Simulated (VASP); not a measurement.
SnSe: single point with PBE

SnSe:

```
Sn Se
1.0
     0.00000    3.01000    3.10030
     3.01000    0.00000    3.10030
     3.01000    3.01000    0.00000
Sn Se
1 1
Direct
  0.00000 0.00000 0.00000
  0.50000 0.50000 0.50000
```

This cell differs from its parent crystal: z stretched by +3 %, then relaxed in part.

| Property | Result |
| --- | --- |
| Program | VASP 6.6.1 |
| Task | single point |
| Functional | PBE |
| Potentials or basis | VASP PAW PBE potentials, release 64 (Sn_d, Se) |
| Cutoff | 520 eV |
| k mesh | 13 × 13 × 13 |
| Occupations | fermi-dirac, width 0.02 eV |
| Spin | no spin polarisation |

```json
{
 "Pressure": "-0.3 GPa",
 "Band gap on the k mesh": "0.39 eV, indirect (least direct gap 0.48 eV)"
}
```

Stress tensor (GPa, compression positive):
```
 0.70  0.00  0.00
 0.00  0.70  0.00
 0.00  0.00 -2.30
```

Levels at points of the mesh, in eV from the valence-band top:
```csv
k point,band 6,band 7,band 8,band 9,band 10,band 11,band 12,band 13,band 14,band 15
"(0.00, 0.00, 0.00)",-13.68,-5.16,-2.20,-2.20,-1.93,3.77,4.43,4.43,5.75,5.97
```

Wall time 2.2 min on 1 thread of AMD EPYC 7R13 Processor (Zen 3) (shared host), peak memory 0.29 GiB.

Caveat: the cell differs from its parent crystal (z stretched by +3 %, then relaxed in part); spin-orbit coupling is left out, which moves the levels of the heavy elements. A k mesh can miss the band edges.
